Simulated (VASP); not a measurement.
# SrO: single point with LDA

Crystal: SrO.

```xyz
4
Lattice="4.4135 0.0000 0.0000 -2.2067 3.8222 0.0000 0.0000 0.0000 5.3220" Properties=species:S:1:pos:R:3 pbc="T T T"
Sr    0.0000    2.5481    4.9927
Sr    2.2067    1.2741    2.3317
O     0.0000    2.5481    2.3250
O     2.2067    1.2741    4.9860
```

```yaml
Program: VASP 6.6.1
Task: single point
Functional: LDA
Potentials_or_basis: VASP PAW LDA potentials, release 64 (Sr_sv, O)
Cutoff: 520 eV
k_mesh: 5 × 5 × 4
Occupations: fermi-dirac, width 0.01 eV
Spin: no spin polarisation
Dipole_correction: no
Further_INCAR_settings: ALGO = Normal; EDIFF = 1e-07; NBANDS = 24
```

The pressure is -8.9 GPa. The largest force is 0.004 eV/Å and the band gap on the k mesh is 2.17 eV, direct.

Forces in eV/Å, atoms in the order of the input:
```
Sr   0.000  0.000 -0.004
Sr   0.000  0.000 -0.004
O    0.000  0.000  0.004
O    0.000  0.000  0.004
```

Stress tensor (GPa, compression positive):
```
-8.62  0.00  0.00
 0.00 -8.62  0.00
 0.00  0.00 -9.59
```

Levels at points of the mesh, in eV from the valence-band top:
| k point | band 14 | band 15 | band 16 | band 17 | band 18 | band 19 |
| --- | --- | --- | --- | --- | --- | --- |
| (0.00, 0.00, 0.00) | -0.82 | -0.47 | 0.00 | 2.17 | 5.77 | 5.77 |
| (0.00, 0.00, 0.50) | -0.97 | -0.97 | -0.97 | 3.85 | 3.85 | 7.30 |

Wall time 52 s on 1 thread of AMD EPYC 7R43 64-Core Processor (Zen 3), with other jobs on the host, peak memory 0.15 GiB.
